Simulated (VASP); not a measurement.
A run of VASP 6.6.1:

The input INCAR:

```
ALGO = Normal ; EDIFF = 1E-6
ENCUT = 520 ; GGA = PS
ISIF = 2 ; ISMEAR = -1
LASPH = T ; LCHARG = F
LREAL = F ; LWAVE = F
NBANDS = 12 ; NELM = 80
PREC = Accurate ; SIGMA = 0.05
```

Contents of KPOINTS:

```
k-points
0
Gamma
  14 14 14
```

POSCAR

```
Ti
1.0
   -1.6081800000      1.6081800000      1.6410000000
    1.6081800000     -1.6081800000      1.6410000000
    1.6081800000      1.6081800000     -1.6410000000
Ti
1
Direct
    0.0000000000      0.0000000000      0.0000000000
```

Potentials or basis: VASP PAW PBE potentials, release 64 (Ti_sv).

Launch:

```sh
$ cat potpaw_PBE.64/Ti_sv/POTCAR > POTCAR
$ mpirun -np 1 vasp_std > vasp.out
```

Hardware: 1 thread of Intel Xeon 8259CL (shared host).

Problem. Estimate the wall time of this run.

Solution. Wall time 52 s on 1 thread of Intel Xeon 8259CL, with other jobs on the host, peak memory 0.18 GiB. Counts: scf iterations 12, k points 244.
